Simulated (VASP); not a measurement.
Write the native input for VASP 6.6.1 that does the following.

* Task: single point
* Functional: LDA
* Potentials or basis: VASP PAW LDA potentials, release 64 (Al, N)
* Cutoff: 520 eV
* k mesh: 9 × 9 × 6
* Occupations: gaussian, width 0.05 eV
* Spin: no spin polarisation
* Dipole correction: no
* Further INCAR settings: ALGO = Normal; EDIFF = 1e-06; NBANDS = 16

The structure of AlN lies in POSCAR:

```
AlN
1.0
    3.1195000000      0.0000000000      0.0000000000
   -1.5597500000      2.7015662471      0.0000000000
    0.0000000000      0.0000000000      5.1413000000
Al N
2 2
Direct
    0.3333333333      0.6666666667      0.0038649142
    0.6666666667      0.3333333333      0.5038649142
    0.3333333333      0.6666666667      0.3811350858
    0.6666666667      0.3333333333      0.8811350858
```

These files were run (other wordings do the same):

INCAR

```
PREC     = Accurate       # precision mode
ENCUT    = 520            # plane-wave cutoff, eV
EDIFF    = 1E-6           # SCF threshold, eV
ISMEAR   = 0              # smearing method
SIGMA    = 0.05           # smearing width, eV
LREAL    = False          # projectors in reciprocal space
LASPH    = True           # aspherical terms in the spheres
NELM     = 100            # most SCF steps
ALGO     = Normal         # electronic algorithm
ISIF     = 2              # what is computed and relaxed
LWAVE    = False          # write WAVECAR
LCHARG   = False          # write CHGCAR
GGA      = CA             # functional
NBANDS   = 16             # bands
```

KPOINTS

```
Automatic mesh
0
Gamma
  9 9 6
```

Potentials or basis: VASP PAW LDA potentials, release 64 (Al, N).

The run is started by

```bash
$ cat potpaw_LDA.64/Al/POTCAR potpaw_LDA.64/N/POTCAR > POTCAR
$ mpirun -np 1 vasp_std > vasp.out
```

It gave:

```json
{"Pressure": "-10.4 GPa", "Largest force": "0.004 eV/Å", "Band gap on the k mesh": "4.00 eV, direct"}
```

It took 20 s on 1 thread of Intel(R) Xeon(R) Platinum 8259CL CPU @ 2.50GHz (Skylake/Cascade Lake) (shared host), peak memory 0.15 GiB.
